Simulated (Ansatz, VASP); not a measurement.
# One calculation of N, two programs

File INCAR:

```
SYSTEM = N
ALGO = Normal ; EDIFF = 1E-6
ENCUT = 520 ; GGA = CA
ISIF = 2 ; ISMEAR = 0
LASPH = .TRUE. ; LCHARG = .TRUE.
LELF = .TRUE. ; LREAL = .FALSE.
LVHAR = .TRUE. ; LWAVE = .FALSE.
NBANDS = 30 ; NELM = 60
PREC = Accurate ; SIGMA = 0.05
```

The input KPOINTS:

```
k-points
0
G
  7 7 2
  0 0 0
```

Contents of POSCAR:

```
N
1.0
   -3.5269202438      0.0000000000      0.0000000000
   -1.7634601219     -3.0544025283      0.0000000000
   -0.7347750508      1.2726677201     14.3505029787
N
8
Direct
   -0.0293490609      0.6960157276      0.8704377462
    0.1688220270      0.4978446397      0.3948271353
    0.0024169199      0.6642497467      0.7941993922
    0.2005880078      0.4660786588      0.3185887812
    0.6012409043      0.7320924291      0.1570218298
    0.4030698164      0.9302635170      0.6326324407
    0.6330068851      0.7003264482      0.0807834757
    0.4348357972      0.8984975361      0.5563940867
```

Input for Ansatz:

```yaml
crystal:
  lattice:
    - [-3.5269202438, 0.0, 0.0]
    - [-1.7634601219, -3.0544025283, 0.0]
    - [-0.7347750508, 1.2726677201, 14.3505029787]
  atoms:
    - { symbol: "N", position: [-0.0293490609, 0.6960157276, 0.8704377462] }
    - { symbol: "N", position: [0.168822027, 0.4978446397, 0.3948271353] }
    - { symbol: "N", position: [0.0024169199, 0.6642497467, 0.7941993922] }
    - { symbol: "N", position: [0.2005880078, 0.4660786588, 0.3185887812] }
    - { symbol: "N", position: [0.6012409043, 0.7320924291, 0.1570218298] }
    - { symbol: "N", position: [0.4030698164, 0.930263517, 0.6326324407] }
    - { symbol: "N", position: [0.6330068851, 0.7003264482, 0.0807834757] }
    - { symbol: "N", position: [0.4348357972, 0.8984975361, 0.5563940867] }
basis:
  ecutwfc: 520.0
kpoints:
  mp_grid: { grid: [7, 7, 2] }
hamiltonian:
  xc: lda
scf:
  occupations: { method: gaussian, width: 0.05 }
output:
  forces: true
  stress: true
  eigenvalues: true
```

Alike in both runs: task single point; functional LDA; k mesh 7 × 7 × 2; occupations gaussian, width 0.05 eV; no spin polarisation.

|  | VASP | Ansatz |
| --- | --- | --- |
| version | VASP 6.6.1 | Ansatz 0.2.0 |
| potentials or method | VASP PAW LDA potentials, release 64 (N), cutoff 520 eV | scalar-relativistic, plane waves, PAW |
| valence electrons in the cell | 40 | 40 |

Ansatz gave:

| Property | Result |
| --- | --- |
| gap on the k mesh at the Fermi level (eV) | 6.55 |
| least direct gap on the mesh (eV) | 6.69 |
| pressure (GPa) | -0.1 |
| traceless stress, the component that is largest in VASP (GPa) | 0.02 |
| rms of the force components (eV/Å) | 0.011 |

Problem. Estimate VASP's values.

Solution. gap on the k mesh at the Fermi level (eV): 6.50; least direct gap on the mesh (eV): 6.64; pressure (GPa): 2.1; traceless stress, the component that is largest in VASP (GPa): 4.67; rms of the force components (eV/Å): 0.881.

LDA's correlation is that of Perdew and Zunger in VASP and of Perdew and Wang (1992) in Ansatz. Atom by atom the forces differ by 0.885 eV/Å (rms over components).

Noted on VASP's run: the standard files for N, O and F lose accuracy on very short bonds.
